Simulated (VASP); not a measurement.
# Al in VASP: a series of runs

Runs on Al. Level: LDA. Tasks: single point.

Program: VASP 6.6.1. These are calculated values, not measurements. Logs are shortened: lines on timing, memory, paths and dates and some standing lists are left out, and cuts for length are marked.

## Step 1: The cell of the first run

It takes space group Im-3m (No. 229, cubic). The conventional cell has a = 3.182 Å, b = 3.182 Å, c = 3.182 Å, α = 90.00°, β = 90.00°, γ = 90.00°. Al (site symmetry m-3m) has 14 Al at 2.76 to 3.18 Å within 3.6 Å.

## Step 2: Single point, LDA

Input file INCAR:

```
PREC = Accurate ; ENCUT = 520
EDIFF = 1E-7 ; ISMEAR = -1
SIGMA = 0.1 ; LREAL = F
LASPH = T ; NELM = 100
ALGO = Normal ; ISIF = 2
LWAVE = F ; LCHARG = F
NBANDS = 8
```

Input file KPOINTS:

```
regular mesh
0
Gamma
  15 15 15
```

Input file POSCAR:

```
Al
1.0
   -1.5912190000      1.5912190000      1.5912190000
    1.5912190000     -1.5912190000      1.5912190000
    1.5912190000      1.5912190000     -1.5912190000
Al
1
Direct
    0.0000000000      0.0000000000      0.0000000000
```

Potentials or basis: VASP PAW LDA potentials, release 64 (Al).

On the command line:

```sh
$ cat potpaw_LDA.64/Al/POTCAR > POTCAR
$ mpirun -np 1 vasp_std > vasp.out
```

OUTCAR:

```text
PREC = Accurate
   ENCUT = 520
   EDIFF = 1E-7
   ISMEAR = -1
   LREAL = F
   LASPH = T
   NELM = 100
   ISIF = 2

 ion  position               nearest neighbor table
   1  0.000  0.000  0.000-

  LATTYP: Found a body centered cubic cell.
 ALAT       =     3.1824380000

  Lattice vectors:

 A1 = (  -1.5912190000,   1.5912190000,   1.5912190000)
 A2 = (   1.5912190000,  -1.5912190000,   1.5912190000)
 A3 = (   1.5912190000,   1.5912190000,  -1.5912190000)

Analysis of symmetry for initial positions (statically):
=====================================================================
 Subroutine PRICEL returns:
 Original cell was already a primitive cell.

 Routine SETGRP: Setting up the symmetry group for a
 body centered cubic supercell.

 Subroutine GETGRP returns: Found 48 space group operations
 (whereof 48 operations were pure point group operations)
 out of a pool of 48 trial point group operations.

The static configuration has the point symmetry O_h .

Analysis of symmetry for dynamics (positions and initial velocities):
=====================================================================
 Subroutine PRICEL returns:
 Original cell was already a primitive cell.

 Routine SETGRP: Setting up the symmetry group for a
 body centered cubic supercell.

 Subroutine GETGRP returns: Found 48 space group operations
 (whereof 48 operations were pure point group operations)
 out of a pool of 48 trial point group operations.

The dynamic configuration has the point symmetry O_h .

 Subroutine INISYM returns: Found 48 space group operations
 (whereof 48 operations are pure point group operations),
 and found     1 'primitive' translations

----------------------------------------------------------------------------------------

                                     Primitive cell

  volume of cell :      16.1157

  direct lattice vectors                    reciprocal lattice vectors
    -1.591219000  1.591219000  1.591219000     0.000000000  0.314224503  0.314224503
     1.591219000 -1.591219000  1.591219000     0.314224503  0.000000000  0.314224503
     1.591219000  1.591219000 -1.591219000     0.314224503  0.314224503  0.000000000

  length of vectors
     2.756072154  2.756072154  2.756072154     0.444380554  0.444380554  0.444380554

  position of ions in fractional coordinates (direct lattice)
     0.000000000  0.000000000  0.000000000

  ion indices of the primitive-cell ions
   primitive index   ion index
                 1           1

----------------------------------------------------------------------------------------

 KPOINTS: regular mesh

Automatic generation of k-mesh.
 Grid dimensions read from file:
 generate k-points for:   15   15   15

 Generating k-lattice:

  Cartesian coordinates                     Fractional coordinates (reciprocal lattice)
     0.000000000  0.020948300  0.020948300     0.066666667  0.000000000  0.000000000
     0.020948300  0.000000000  0.020948300     0.000000000  0.066666667  0.000000000
     0.020948300  0.020948300  0.000000000     0.000000000  0.000000000  0.066666667

  Length of vectors
     0.029625370  0.029625370  0.029625370

  Shift w.r.t. Gamma in fractional coordinates (k-lattice)
     0.000000000  0.000000000  0.000000000

 Subroutine IBZKPT returns following result:
 ===========================================

 Found    120 irreducible k-points:

 Following reciprocal coordinates:
            Coordinates               Weight
  0.000000  0.000000  0.000000      1.000000
  0.066667  0.000000  0.000000     12.000000
  0.133333  0.000000  0.000000     12.000000
  0.200000  0.000000  0.000000     12.000000
  0.266667  0.000000  0.000000     12.000000
  0.333333  0.000000  0.000000     12.000000
[... 16 lines left out ...]
  0.333333  0.200000 -0.000000     48.000000
  0.400000  0.200000  0.000000     24.000000
 [... further k-points ...]
   k-points           NKPTS =    120   k-points in BZ     NKDIM =    120   number of bands    NBANDS=      8
   number of dos      NEDOS =    301   number of ions     NIONS =      1
   total plane-waves  NPLWV =   8000
   dimension x,y,z NGX =    20 NGY =   20 NGZ =   20
   dimension x,y,z NGXF=    40 NGYF=   40 NGZF=   40
   ions per type =               1
   NGX,Y,Z   is equivalent  to a cutoff of  12.06, 12.06, 12.06 a.u.
   NGXF,Y,Z  is equivalent  to a cutoff of  24.13, 24.13, 24.13 a.u.
 SYSTEM =  unknown system
   PREC   = accura    normal or accurate (medium, high low for compatibility)
   ISTART =      0    job   : 0-new  1-cont  2-samecut
   ICHARG =      2    charge: 1-file 2-atom 10-const
   ISPIN  =      1    spin polarized calculation?
   LNONCOLLINEAR =      F non collinear calculations
   LSORBIT =      F    spin-orbit coupling
   LASPH  =      T    aspherical Exc in radial PAW
   ENCUT  =  520.0 eV  38.22 Ry    6.18 a.u.   5.12  5.12  5.12*2*pi/ulx,y,z
   NELM   =    100;   NELMIN=  2; NELMDL= -5     # of ELM steps
   EDIFF  = 0.1E-06   stopping-criterion for ELM
   LREAL  =      F    real-space projection
   EDIFFG = 0.1E-05   stopping-criterion for IOM
   NSW    =      0    number of steps for IOM
   IBRION =     -1    ionic relax: 0-MD 1-quasi-New 2-CG
   NFREE  =      0    steps in history (QN), initial steepest desc. (CG)
   ISIF   =      2    stress and relaxation
   ISYM   =      2    0-nonsym 1-usesym 2-fastsym
   POTIM  = 0.5000    time-step for ionic-motion
   TEBEG  =    0.0;   TEEND  =   0.0 temperature during run
   PSTRESS=    0.0 pullay stress
   NELECT =       3.0000    total number of electrons
   NUPDOWN=      -1.0000    fix difference up-down
   EMIN   =  10.00;   EMAX   =-10.00  energy-range for DOS
   EFERMI =   0.00;   METHOD = LEGACY
   ISMEAR =    -1;   SIGMA  =   0.10  broadening in eV -4-tet -1-fermi 0-gaus
   EFERMI_NEDOS =   21; number of points for ismear=-14 and -15
   IALGO  =     38    algorithm
   IMIX   =      4    mixing-type and parameters
     AMIX     =   0.40;   BMIX     =  1.00
     AMIX_MAG =   1.60;   BMIX_MAG =  1.00
  volume/ion in A,a.u.               =      16.12       108.75
  Fermi-wavevector in a.u.,A,eV,Ry     =   0.934757  1.766434 11.888366  0.873770
  Thomas-Fermi vector in A             =   2.061594
   LORBIT       =      0    0 simple, 1 ext, 2 COOP (PROOUT), +10 PAW based schemes
   GGA     = CA    functional components
   LHFCALC =     F    Hartree Fock is set to
   AEXX    =    0.0000 exact exchange contribution
   IVDW    =     0    specifies the selected vdW correction
   LEPSILON=     F    determine dielectric tensor
   LRPA    =     F    only Hartree local field effects (RPA)
 non-spin polarized calculation
  energy-cutoff  :      520.00
  volume of cell :       16.12
 maximum number of plane-waves:       444
   NGX = 11   NGY = 11   NGZ = 11

 number of electron       3.0000000 magnetization

 Free energy of the ion-electron system (eV)
  ---------------------------------------------------
  ext. energy  EPLUGINS =         0.00000000
  ---------------------------------------------------
  free energy    TOTEN  =        -4.09905337 eV

  energy without entropy =       -4.08513319  energy(sigma->0) =       -4.09209328

 E-fermi :   8.0364     XC(G=0): -10.4349

 val. band max:        8.0183113181   @ k =  -0.4000   0.4000   0.2000
 cond. band min:       8.0420370460   @ k =   0.2667   0.2667   0.0667
 fundamental gap:      0.0237257278
 Fermi energy:         8.0364475897

 k-point     1 :       0.0000    0.0000    0.0000
  band No.  band energies     occupation
      1      -3.2204      2.00000
      2      21.3743      0.00000
      3      21.3743      0.00000
      4      21.3743      0.00000
      5      22.8114      0.00000
      6      22.8114      0.00000
      7      22.8114      0.00000
      8      24.5058      0.00000

 k-point     2 :       0.0667    0.0000    0.0000
  band No.  band energies     occupation
      1      -3.0907      2.00000
      2      19.8245      0.00000
      3      20.4755      0.00000
      4      20.8701      0.00000
      5      22.3098      0.00000
      6      23.3910      0.00000
      7      23.5837      0.00000
      8      23.9246      0.00000

 k-point     3 :       0.1333    0.0000    0.0000
  band No.  band energies     occupation
      1      -2.7026      2.00000
      2      17.1646      0.00000
      3      19.3054      0.00000
      4      19.8352      0.00000
      5      21.3116      0.00000
      6      22.4669      0.00000
      7      24.2823      0.00000
      8      24.7982      0.00000

 k-point     4 :       0.2000    0.0000    0.0000
  band No.  band energies     occupation
      1      -2.0581      2.00000
      2      14.3916      0.00000
      3      18.2998      0.00000
      4      18.7681      0.00000
      5      20.3137      0.00000
      6      21.6017      0.00000
      7      25.1501      0.00000
      8      25.2784      0.00000

 k-point     5 :       0.2667    0.0000    0.0000
  band No.  band energies     occupation
      1      -1.1609      2.00000
      2      11.7281      0.00000
      3      17.4918      0.00000
      4      17.8469      0.00000
      5      19.4675      0.00000
      6      20.8528      0.00000
      7      25.9602      0.00000
      8      26.1679      0.00000

 k-point     6 :       0.3333    0.0000    0.0000
  band No.  band energies     occupation
      1      -0.0158      2.00000
      2       9.2390      0.00001
      3      16.8864      0.00000
      4      17.1319      0.00000
      5      18.8177      0.00000
      6      20.2494      0.00000
      7      26.8209      0.00000
      8      27.3591      0.00000

 k-point     7 :       0.4000    0.0000    0.0000
  band No.  band energies     occupation
      1       1.3701      2.00000
      2       6.9514      1.99996
      3      16.4835      0.00000
      4      16.6471      0.00000
      5      18.3798      0.00000
      6      19.8265      0.00000
      7      27.8042      0.00000
      8      28.6840      0.00000

 k-point     8 :       0.4667    0.0000    0.0000
  band No.  band energies     occupation
      1       2.9779      2.00000
      2       4.8915      2.00000
      3      16.2824      0.00000
      4      16.4026      0.00000
      5      18.1598      0.00000
      6      19.6089      0.00000
      7      28.6793      0.00000
      8      29.8931      0.00000

 k-point     9 :       0.0667    0.0667    0.0000
  band No.  band energies     occupation
      1      -2.8319      2.00000
      2      18.5355      0.00000
      3      18.6013      0.00000
      4      20.0476      0.00000
      5      22.2979      0.00000
      6      22.7689      0.00000
      7      23.9675      0.00000
      8      24.5238      0.00000

 k-point    10 :       0.1333    0.0667    0.0000
  band No.  band energies     occupation
      1      -2.3156      2.00000
      2      15.8396      0.00000
      3      17.4077      0.00000
      4      19.0051      0.00000
      5      21.5408      0.00000
      6      22.5083      0.00000
      7      24.1279      0.00000
      8      25.6193      0.00000
[... 78 lines left out ...]
 k-point    18 :       0.2667    0.1333   -0.0000
  band No.  band energies     occupation
      1       0.3638      2.00000
      2       9.5836      0.00000
      3      13.1351      0.00000
      4      16.6019      0.00000
      5      20.6047      0.00000
      6      23.0211      0.00000
      7      25.1126      0.00000
      8      28.9344      0.00000

 k-point    19 :       0.3333    0.1333    0.0000
  band No.  band energies     occupation
      1       1.7456      2.00000
      2       7.3096      1.99861
      3      12.6645      0.00000
      4      16.1661      0.00000
      5      20.1705      0.00000
      6      23.0995      0.00000
      7      25.8089      0.00000
      8      29.4781      0.00000

 k-point    20 :       0.4000    0.1333    0.0000
  band No.  band energies     occupation
      1       3.3471      2.00000
      2       5.2597      2.00000
      3      12.4290      0.00000
      4      15.9463      0.00000
      5      19.9495      0.00000
      6      23.0435      0.00000
      7      26.8643      0.00000
      8      28.6630      0.00000

 k-point    21 :       0.2000    0.2000    0.0000
  band No.  band energies     occupation
      1       0.2374      2.00000
      2      10.9578      0.00000
      3      11.5725      0.00000
      4      16.5245      0.00000
      5      21.8823      0.00000
      6      22.2660      0.00000
      7      26.9560      0.00000
      8      27.1279      0.00000

 k-point    22 :       0.2667    0.2000    0.0000
  band No.  band energies     occupation
      1       1.4958      2.00000
      2       8.8372      0.00067
      3      10.7355      0.00000
      4      15.9875      0.00000
      5      21.5589      0.00000
      6      23.1097      0.00000
      7      26.6388      0.00000
      8      28.6625      0.00000

 k-point    23 :       0.3333    0.2000   -0.0000
  band No.  band energies     occupation
      1       2.9866      2.00000
      2       6.6992      2.00000
      3      10.3559      0.00000
      4      15.6591      0.00000
      5      21.2583      0.00000
      6      24.1635      0.00000
      7      26.2605      0.00000
      8      28.5967      0.00000

 k-point    24 :       0.4000    0.2000    0.0000
  band No.  band energies     occupation
      1       4.4829      2.00000
      2       4.9833      2.00000
      3      10.2324      0.00000
      4      15.5488      0.00000
      5      21.1542      0.00000
      6      24.8027      0.00000
      7      25.9866      0.00000
      8      28.1881      0.00000

 [... further k-points ...]

------------------------ aborting loop because EDIFF is reached ----------------------------------------

  FORCE on cell =-STRESS in cart. coord.  units (eV):
  Direction    XX          YY          ZZ          XY          YZ          ZX
  --------------------------------------------------------------------------------------
  -------------------------------------------------------------------------------------
  Total        0.0494802      0.0494802      0.0494802      0.0000000     -0.0000000      0.0000000
  in kB        4.9191782      4.9191782      4.9191782      0.0000000     -0.0000000      0.0000000
  external PRESSURE =       4.9191782 kB  Pullay stress =       0.0000000 kB

 VOLUME and BASIS-vectors are now :
 -----------------------------------------------------------------------------
  energy-cutoff  :      520.00
  volume of cell :       16.12
      direct lattice vectors                 reciprocal lattice vectors
    -1.591219000  1.591219000  1.591219000     0.000000000  0.314224503  0.314224503
     1.591219000 -1.591219000  1.591219000     0.314224503  0.000000000  0.314224503
     1.591219000  1.591219000 -1.591219000     0.314224503  0.314224503  0.000000000

 POSITION                                       TOTAL-FORCE (eV/Angst)
 -----------------------------------------------------------------------------------
      0.00000      0.00000      0.00000         0.000000     -0.000000      0.000000
 -----------------------------------------------------------------------------------
    total drift:                                0.000000      0.000000     -0.000000

  FREE ENERGIE OF THE ION-ELECTRON SYSTEM (eV)
  ---------------------------------------------------
  free  energy   TOTEN  =        -4.0990533737 eV

  energy  without entropy=       -4.0851331866  energy(sigma->0) =       -4.09209328
```

Run time: 4.7 s. Hardware: 1 thread of Intel Xeon Platinum 8375C at 2.90GHz (Ice Lake), shared host; peak memory 0.12 GiB.

Results:

```yaml
Free_energy: -4.0991 eV
Pressure: 0.5 GPa
```

## Step 3: Single point, LDA

Input file INCAR:

```
PREC     = Accurate       # precision mode
ENCUT    = 520            # plane-wave cutoff, eV
EDIFF    = 1E-7           # SCF threshold, eV
ISMEAR   = -1             # smearing method
SIGMA    = 0.1            # smearing width, eV
LREAL    = F              # projectors in reciprocal space
LASPH    = T              # aspherical terms in the spheres
NELM     = 60             # most SCF steps
ALGO     = Normal         # electronic algorithm
ISIF     = 2              # what is computed and relaxed
LWAVE    = F              # write WAVECAR
LCHARG   = T              # write CHGCAR
LELF     = T              # ELF
LVHAR    = T            
NBANDS   = 8              # bands
```

Input file KPOINTS:

```
Automatic mesh
0
Gamma
  15 15 15
```

Input file POSCAR:

```
Al
1.0
   -1.6230433800      1.5912190000      1.5912190000
    1.5912190000     -1.6230433800      1.5912190000
    1.5912190000      1.5912190000     -1.6230433800
Al
1
Direct
    0.0000000000      0.0000000000      0.0000000000
```

Potentials or basis: VASP PAW LDA potentials, release 64 (Al).

On the command line:

```sh
$ cat potpaw_LDA.64/Al/POTCAR > POTCAR
$ mpirun -np 1 vasp_std > vasp.out
```

Run time: 14 s. Hardware: 1 thread of Intel Xeon Platinum 8375C at 2.90GHz (Ice Lake), shared host; peak memory 0.15 GiB.

It converged, with:

```yaml
Free_energy: -4.0966 eV
Pressure: 0.6 GPa
```

Stress tensor (GPa, compression positive):
```
0.62 0.88 0.88
0.88 0.62 0.88
0.88 0.88 0.62
```

Levels at points of the mesh, in eV from the Fermi level:
```csv
k point,band 1,band 2,band 3,band 4
"(0.00, 0.00, 0.00)",-11.24,13.07,13.42,13.42
```
